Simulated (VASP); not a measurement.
# Sc (I4/mcm) in VASP: single point with r2SCAN

Aim: the single point of Sc with r2SCAN.

Everything below comes from runs of VASP 6.6.1. Logs are shortened: lines on timing, memory, paths and dates and some standing lists are left out, and cuts for length are marked.

### 1 The cell of the first run

Symmetry: I4/mcm, No. 140, tetragonal system. The conventional cell has a = 6.172 Å, b = 6.172 Å, c = 5.455 Å, α = 90.00°, β = 90.00°, γ = 90.00°. Sc (site symmetry m2m) has 11 Sc at 2.87 to 3.40 Å within 3.8 Å.

### 2 Single point, r2SCAN

File POSCAR:

```
Sc
1.0
   -3.0858748866      3.0858748866      2.7276121266
    3.0858748866     -3.0858748866      2.7276121266
    3.0858748866      3.0858748866     -2.7276121266
Sc
4
Direct
    0.1641300402      0.3358699598      0.5000000000
    0.6641300402      0.1641300402      0.8282600804
    0.3358699598      0.8358699598      0.1717399196
    0.8358699598      0.6641300402      0.5000000000
```

File INCAR.step1:

```
SYSTEM = Sc
  PREC = Accurate
  ENCUT = 520
  ISMEAR = 0
  SIGMA = 0.1
  LREAL = .False.
  LASPH = .True.
  NELM = 80
  NBANDS = 30
  GGA = PE
  ALGO = Normal
  EDIFF = 1E-4
  LWAVE = .True.
  LCHARG = .False.
```

File INCAR.step2:

```
SYSTEM = Sc
  PREC = Accurate
  ENCUT = 520
  EDIFF = 1E-6
  ISMEAR = 0
  SIGMA = 0.1
  LREAL = .False.
  LASPH = .True.
  NELM = 80
  ALGO = Normal
  ISIF = 2
  LWAVE = .False.
  LCHARG = .False.
  METAGGA = R2SCAN
  LMIXTAU = .True.
  NBANDS = 30
  ISTART = 1
```

File KPOINTS:

```
regular mesh
0
Gamma
  10 10 10
  0 0 0
```

Potentials or basis: VASP PAW PBE potentials, release 64 (Sc_sv).

Started as:

```
cat potpaw_PBE.64/Sc_sv/POTCAR > POTCAR
cp INCAR.step1 INCAR
mpirun -np 1 vasp_std > vasp.out
cp INCAR.step2 INCAR
mpirun -np 1 vasp_std > vasp.out
```

OUTCAR:

```text
SYSTEM = Sc
   PREC = Accurate
   ENCUT = 520
   EDIFF = 1E-6
   ISMEAR = 0
   LREAL = .False.
   LASPH = .True.
   NELM = 80
   ISIF = 2
   METAGGA = R2SCAN
   ISTART = 1

 ion  position               nearest neighbor table
   1  0.164  0.336  0.500-   4 2.87   4 3.11   4 3.11   3 3.26   3 3.26   2 3.26   2 3.26   2 3.40
                             2 3.40   3 3.40   3 3.40
   2  0.664  0.164  0.828-   3 2.87   3 3.11   3 3.11   1 3.26   4 3.26   4 3.26   1 3.26   4 3.40
                             1 3.40   1 3.40   4 3.40
   3  0.336  0.836  0.172-   2 2.87   2 3.11   2 3.11   4 3.26   1 3.26   4 3.26   1 3.26   1 3.40
                             4 3.40   4 3.40   1 3.40
   4  0.836  0.664  0.500-   1 2.87   1 3.11   1 3.11   2 3.26   2 3.26   3 3.26   3 3.26   2 3.40
                             3 3.40   2 3.40   3 3.40

  LATTYP: Found a body centered tetragonal cell.
 ALAT       =     6.1717497732
 C/A-ratio  =     0.8839023703

  Lattice vectors:

 A1 = (  -3.0858748866,   3.0858748866,   2.7276121266)
 A2 = (   3.0858748866,  -3.0858748866,   2.7276121266)
 A3 = (   3.0858748866,   3.0858748866,  -2.7276121266)

Analysis of symmetry for initial positions (statically):
=====================================================================
 Subroutine PRICEL returns:
 Original cell was already a primitive cell.

 Routine SETGRP: Setting up the symmetry group for a
 body centered tetragonal supercell.

 Subroutine GETGRP returns: Found 16 space group operations
 (whereof  8 operations were pure point group operations)
 out of a pool of 16 trial point group operations.

The static configuration has the point symmetry C_4h.
 The point group associated with its full space group is D_4h.

Analysis of symmetry for dynamics (positions and initial velocities):
=====================================================================
 Subroutine PRICEL returns:
 Original cell was already a primitive cell.

 Routine SETGRP: Setting up the symmetry group for a
 body centered tetragonal supercell.

 Subroutine GETGRP returns: Found 16 space group operations
 (whereof  8 operations were pure point group operations)
 out of a pool of 16 trial point group operations.

The dynamic configuration has the point symmetry C_4h.
 The point group associated with its full space group is D_4h.

 Subroutine INISYM returns: Found 16 space group operations
 (whereof  8 operations are pure point group operations),
 and found     1 'primitive' translations

----------------------------------------------------------------------------------------

                                     Primitive cell

  volume of cell :     103.8961

  direct lattice vectors                    reciprocal lattice vectors
    -3.085874887  3.085874887  2.727612127     0.000000000  0.162028604  0.183310521
     3.085874887 -3.085874887  2.727612127     0.162028604  0.000000000  0.183310521
     3.085874887  3.085874887 -2.727612127     0.162028604  0.162028604  0.000000000

  length of vectors
     5.146369161  5.146369161  5.146369161     0.244654891  0.244654891  0.229143049

  position of ions in fractional coordinates (direct lattice)
     0.164130040  0.335869960  0.500000000
     0.664130040  0.164130040  0.828260080
     0.335869960  0.835869960  0.171739920
     0.835869960  0.664130040  0.500000000

  ion indices of the primitive-cell ions
   primitive index   ion index
                 1           1
                 2           2
                 3           3
                 4           4

----------------------------------------------------------------------------------------

 KPOINTS: regular mesh

Automatic generation of k-mesh.
 Grid dimensions read from file:
 generate k-points for:   10   10   10

 Generating k-lattice:

  Cartesian coordinates                     Fractional coordinates (reciprocal lattice)
     0.000000000  0.016202860  0.018331052     0.100000000 -0.000000000  0.000000000
     0.016202860  0.000000000  0.018331052    -0.000000000  0.100000000  0.000000000
     0.016202860  0.016202860  0.000000000     0.000000000  0.000000000  0.100000000

  Length of vectors
     0.024465489  0.024465489  0.022914305

  Shift w.r.t. Gamma in fractional coordinates (k-lattice)
     0.000000000  0.000000000  0.000000000

 Subroutine IBZKPT returns following result:
 ===========================================

 Found    102 irreducible k-points:

 Following reciprocal coordinates:
            Coordinates               Weight
  0.000000  0.000000  0.000000      1.000000
  0.100000  0.000000 -0.000000      8.000000
  0.200000  0.000000 -0.000000      8.000000
  0.300000  0.000000 -0.000000      8.000000
  0.400000  0.000000 -0.000000      8.000000
  0.500000 -0.000000  0.000000      4.000000
[... 16 lines left out ...]
  0.300000  0.300000 -0.000000      8.000000
  0.400000  0.300000 -0.000000     16.000000
 [... further k-points ...]
   k-points           NKPTS =    102   k-points in BZ     NKDIM =    102   number of bands    NBANDS=     30
   number of dos      NEDOS =    301   number of ions     NIONS =      4
   total plane-waves  NPLWV =  64000
   dimension x,y,z NGX =    40 NGY =   40 NGZ =   40
   dimension x,y,z NGXF=    80 NGYF=   80 NGZF=   80
   ions per type =               4
   NGX,Y,Z   is equivalent  to a cutoff of  12.92, 12.92, 12.92 a.u.
   NGXF,Y,Z  is equivalent  to a cutoff of  25.84, 25.84, 25.84 a.u.
 SYSTEM =  Sc
   PREC   = accura    normal or accurate (medium, high low for compatibility)
   ISTART =      1    job   : 0-new  1-cont  2-samecut
   ICHARG =      0    charge: 1-file 2-atom 10-const
   ISPIN  =      1    spin polarized calculation?
   LNONCOLLINEAR =      F non collinear calculations
   LSORBIT =      F    spin-orbit coupling
   LASPH  =      T    aspherical Exc in radial PAW
   ENCUT  =  520.0 eV  38.22 Ry    6.18 a.u.   9.57  9.57  9.57*2*pi/ulx,y,z
   NELM   =     80;   NELMIN=  2; NELMDL=  0     # of ELM steps
   EDIFF  = 0.1E-05   stopping-criterion for ELM
   LREAL  =      F    real-space projection
   EDIFFG = 0.1E-04   stopping-criterion for IOM
   NSW    =      0    number of steps for IOM
   IBRION =     -1    ionic relax: 0-MD 1-quasi-New 2-CG
   NFREE  =      0    steps in history (QN), initial steepest desc. (CG)
   ISIF   =      2    stress and relaxation
   ISYM   =      2    0-nonsym 1-usesym 2-fastsym
   POTIM  = 0.5000    time-step for ionic-motion
   TEBEG  =    0.0;   TEEND  =   0.0 temperature during run
   PSTRESS=    0.0 pullay stress
   NELECT =      44.0000    total number of electrons
   NUPDOWN=      -1.0000    fix difference up-down
   EMIN   =  10.00;   EMAX   =-10.00  energy-range for DOS
   EFERMI =   0.00;   METHOD = LEGACY
   ISMEAR =     0;   SIGMA  =   0.10  broadening in eV -4-tet -1-fermi 0-gaus
   EFERMI_NEDOS =   21; number of points for ismear=-14 and -15
   IALGO  =     38    algorithm
   IMIX   =      4    mixing-type and parameters
     AMIX     =   0.40;   BMIX     =  1.00
     AMIX_MAG =   1.60;   BMIX_MAG =  1.00
  volume/ion in A,a.u.               =      25.97       175.28
  Fermi-wavevector in a.u.,A,eV,Ry     =   1.229398  2.323226 20.564124  1.511420
  Thomas-Fermi vector in A             =   2.364287
   LORBIT       =      0    0 simple, 1 ext, 2 COOP (PROOUT), +10 PAW based schemes
   METAGGA = R2SCAN    functional components
   LHFCALC =     F    Hartree Fock is set to
   AEXX    =    0.0000 exact exchange contribution
   IVDW    =     0    specifies the selected vdW correction
   LEPSILON=     F    determine dielectric tensor
   LRPA    =     F    only Hartree local field effects (RPA)
 non-spin polarized calculation
 Gauss-broadening in eV      SIGMA  =   0.10
  energy-cutoff  :      520.00
  volume of cell :      103.90
 maximum number of plane-waves:      2826
 NGX is ok and might be reduce to    40
   NGX = 19   NGY = 19   NGZ = 19

 number of electron      44.0000004 magnetization

 Free energy of the ion-electron system (eV)
  ---------------------------------------------------
  ext. energy  EPLUGINS =         0.00000000
  ---------------------------------------------------
  free energy    TOTEN  =       -44.60030578 eV

  energy without entropy =      -44.57379407  energy(sigma->0) =      -44.58704993

 E-fermi :   3.3114     XC(G=0): -10.2963

 val. band max:        3.3081234820   @ k =  -0.3000   0.5000   0.2000
 cond. band min:       3.3160087297   @ k =   0.5000   0.5000   0.4000
 fundamental gap:      0.0078852477
 Fermi energy:         3.3114012361

 k-point     1 :       0.0000    0.0000    0.0000
  band No.  band energies     occupation
      1     -48.1751      2.00000
      2     -48.1070      2.00000
      3     -48.0612      2.00000
      4     -48.0612      2.00000
      5     -25.9841      2.00000
      6     -25.9156      2.00000
[... 22 lines left out ...]
     29       5.5565      0.00000
     30       5.6335      0.00000

 k-point     2 :       0.1000    0.0000   -0.0000
  band No.  band energies     occupation
      1     -48.1724      2.00000
      2     -48.1070      2.00000
      3     -48.0629      2.00000
      4     -48.0623      2.00000
      5     -25.9911      2.00000
      6     -25.9257      2.00000
[... 22 lines left out ...]
     29       5.5450      0.00000
     30       5.6431      0.00000

 k-point     3 :       0.2000    0.0000   -0.0000
  band No.  band energies     occupation
      1     -48.1647      2.00000
      2     -48.1075      2.00000
      3     -48.0673      2.00000
      4     -48.0652      2.00000
      5     -26.0049      2.00000
      6     -25.9481      2.00000
[... 22 lines left out ...]
     29       5.4927      0.00000
     30       5.6440      0.00000

 k-point     4 :       0.3000    0.0000   -0.0000
  band No.  band energies     occupation
      1     -48.1531      2.00000
      2     -48.1094      2.00000
      3     -48.0730      2.00000
      4     -48.0693      2.00000
      5     -26.0152      2.00000
      6     -25.9749      2.00000
[... 616 lines left out ...]
     29       5.6646      0.00000
     30       5.7841      0.00000

 k-point    23 :       0.3000    0.3000   -0.0000
  band No.  band energies     occupation
      1     -48.1263      2.00000
      2     -48.1195      2.00000
      3     -48.0847      2.00000
      4     -48.0744      2.00000
      5     -26.0263      2.00000
      6     -25.9307      2.00000
[... 22 lines left out ...]
     29       5.0157      0.00000
     30       5.4164      0.00000

 k-point    24 :       0.4000    0.3000   -0.0000
  band No.  band energies     occupation
      1     -48.1324      2.00000
      2     -48.1136      2.00000
      3     -48.0887      2.00000
      4     -48.0703      2.00000
      5     -26.0134      2.00000
      6     -25.9459      2.00000
[... 22 lines left out ...]
     29       5.1620      0.00000
     30       5.4184      0.00000

 [... further k-points ...]

------------------------ aborting loop because EDIFF is reached ----------------------------------------

  FORCE on cell =-STRESS in cart. coord.  units (eV):
  Direction    XX          YY          ZZ          XY          YZ          ZX
  --------------------------------------------------------------------------------------
  -------------------------------------------------------------------------------------
  Total        0.1085256      0.1085256      0.1080639      0.0000000     -0.0000000      0.0000000
  in kB        1.6735688      1.6735688      1.6664496      0.0000000     -0.0000000      0.0000000
  external PRESSURE =       1.6711957 kB  Pullay stress =       0.0000000 kB

 VOLUME and BASIS-vectors are now :
 -----------------------------------------------------------------------------
  energy-cutoff  :      520.00
  volume of cell :      103.90
      direct lattice vectors                 reciprocal lattice vectors
    -3.085874887  3.085874887  2.727612127     0.000000000  0.162028604  0.183310521
     3.085874887 -3.085874887  2.727612127     0.162028604  0.000000000  0.183310521
     3.085874887  3.085874887 -2.727612127     0.162028604  0.162028604  0.000000000

 POSITION                                       TOTAL-FORCE (eV/Angst)
 -----------------------------------------------------------------------------------
      2.07291      1.01297      0.00000        -0.009129      0.009129     -0.000000
      1.01297      4.09884      0.00000         0.009129      0.009129     -0.000000
      2.07291     -1.01297      2.72761        -0.009129     -0.009129      0.000000
      1.01297      2.07291      2.72761         0.009129     -0.009129      0.000000
 -----------------------------------------------------------------------------------
    total drift:                                0.000000      0.000000      0.000000

  FREE ENERGIE OF THE ION-ELECTRON SYSTEM (eV)
  ---------------------------------------------------
  free  energy   TOTEN  =       -44.6003057771 eV

  energy  without entropy=      -44.5737940745  energy(sigma->0) =      -44.58704993
```

Run time: 30 min. Hardware: 1 thread of Intel Xeon Platinum 8375C at 2.90GHz (Ice Lake), shared host; peak memory 0.4 GiB.

What came out:

| Quantity | Value |
| --- | --- |
| Free energy | -44.6003 eV |
| Pressure | 0.2 GPa |
| Largest force | 0.013 eV/Å |
| Band gap on the k mesh | zero (bands 22 and 23 overlap by 0.69 eV) |

Forces on the atoms (eV/Å):
```
Sc  -0.009  0.009  0.000
Sc   0.009  0.009  0.000
Sc  -0.009 -0.009  0.000
Sc   0.009 -0.009  0.000
```

Levels at points of the mesh, in eV from the Fermi level:
```tsv
k point	band 18	band 19	band 20	band 21	band 22	band 23	band 24	band 25	band 26	band 27
(0.00, 0.00, 0.00)	-0.92	-0.64	-0.33	-0.33	-0.30	0.40	1.11	1.11	1.59	1.59
(0.50, 0.00, 0.00)	-2.76	-1.09	-1.09	-0.07	-0.07	0.76	0.76	0.99	0.99	1.59
(0.50, 0.50, 0.00)	-2.75	-0.48	-0.48	-0.47	-0.41	-0.41	1.23	1.26	1.35	1.70
(0.50, 0.50, 0.50)	-1.81	-1.60	-1.16	-0.97	0.06	0.69	0.80	0.80	1.19	1.42
```

Caveat: the PAW data sets were made with another functional, which shifts forces and pressure a little.
